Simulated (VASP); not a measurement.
Set up this calculation in VASP 6.6.1, as the native input.

```
Task                   : single point
Functional             : r2SCAN
Potentials or basis    : VASP PAW PBE potentials, release 64 (K_sv, S)
Cutoff                 : 550 eV
k mesh                 : 6 × 6 × 6
Occupations            : gaussian, width 0.01 eV
Spin                   : no spin polarisation
Dipole correction      : no
Further INCAR settings : ALGO = Normal; EDIFF = 1e-06; NBANDS = 19
```

K2S:

```
K S
1.0
     0.00000    3.66125    3.66125
     3.66125    0.00000    3.66125
     3.66125    3.66125    0.00000
K S
2 1
Direct
  0.25000 0.25000 0.25000
  0.75000 0.75000 0.75000
  0.00000 0.00000 0.00000
```

This cell differs from its parent crystal: strain -1.1%.

The input as run:

POSCAR

```
K2S
1.0
    0.0000000000      3.6612482484      3.6612482484
    3.6612482484      0.0000000000      3.6612482484
    3.6612482484      3.6612482484      0.0000000000
K S
2 1
Direct
    0.2500000000      0.2500000000      0.2500000000
    0.7500000000      0.7500000000      0.7500000000
    0.0000000000      0.0000000000      0.0000000000
```

INCAR.step1

```
SYSTEM = K2S
ALGO = Normal
EDIFF = 1E-5
ENCUT = 550
GGA = PE
GGA_COMPAT = .FALSE.
ISMEAR = 0
LASPH = .TRUE.
LCHARG = .FALSE.
LREAL = .FALSE.
LWAVE = .TRUE.
NBANDS = 19
NELM = 120
PREC = Accurate
SIGMA = 0.01
```

INCAR.step2

```
SYSTEM = K2S
ALGO = Normal
EDIFF = 1E-6
ENCUT = 550
GGA_COMPAT = .FALSE.
ISIF = 2
ISMEAR = 0
ISTART = 1
LASPH = .TRUE.
LCHARG = .FALSE.
LMIXTAU = .TRUE.
LREAL = .FALSE.
LWAVE = .FALSE.
METAGGA = R2SCAN
NBANDS = 19
NELM = 120
PREC = Accurate
SIGMA = 0.01
```

KPOINTS

```
k-points
0
G
  6 6 6
  0 0 0
```

Potentials or basis: VASP PAW PBE potentials, release 64 (K_sv, S).

Launch:

```bash
$ cat potpaw_PBE.64/K_sv/POTCAR potpaw_PBE.64/S/POTCAR > POTCAR
$ cp INCAR.step1 INCAR
$ mpirun -np 1 vasp_std > vasp.out
$ cp INCAR.step2 INCAR
$ mpirun -np 1 vasp_std > vasp.out
```

It gave:

- Pressure: 0.8 GPa
- Band gap on the k mesh: 2.84 eV, indirect (least direct gap 3.07 eV)

Caveat: the cell differs from its parent crystal (strain -1.1%); the PAW data sets were made with another functional, which shifts forces and pressure a little.

Run time: 2.9 min on 1 thread of Intel(R) Xeon(R) Platinum 8259CL CPU @ 2.50GHz (Skylake/Cascade Lake), on a shared host, peak memory 0.26 GiB.
